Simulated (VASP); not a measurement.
Al, 1 atom in the cell. It takes space group Im-3m (No. 229, cubic). The conventional cell has a = 3.189 Å, b = 3.189 Å, c = 3.189 Å, α = 90.00°, β = 90.00°, γ = 90.00°. Al (site symmetry m-3m) has 14 Al at 2.76 to 3.19 Å within 3.6 Å. 

| Quantity | Value |
| --- | --- |
| Program | VASP 6.6.1 |
| Task | single point |
| Functional | LDA |
| Potentials or basis | VASP PAW LDA potentials, release 64 (Al) |
| Cutoff | 500 eV |
| k mesh | 9 × 9 × 9 |
| Occupations | fermi-dirac, width 0.1 eV |
| Spin | no spin polarisation |
| Dipole correction | no |
| Further INCAR settings | ALGO = Normal; EDIFF = 1e-06; NBANDS = 8 |

Potentials or basis: VASP PAW LDA potentials, release 64 (Al).

Launch:

```console
$ cat potpaw_LDA.64/Al/POTCAR > POTCAR
$ mpirun -np 1 vasp_std > vasp.out
```

Hardware: 1 thread of Intel(R) Xeon(R) Platinum 8488C (Sapphire Rapids), on a shared host.

Problem. Estimate the wall time of this run.

Solution. It took 3.6 s on 1 thread of Intel(R) Xeon(R) Platinum 8488C (Sapphire Rapids), on a shared host, peak memory 0.11 GiB. Counts: scf iterations 9, k points 35.
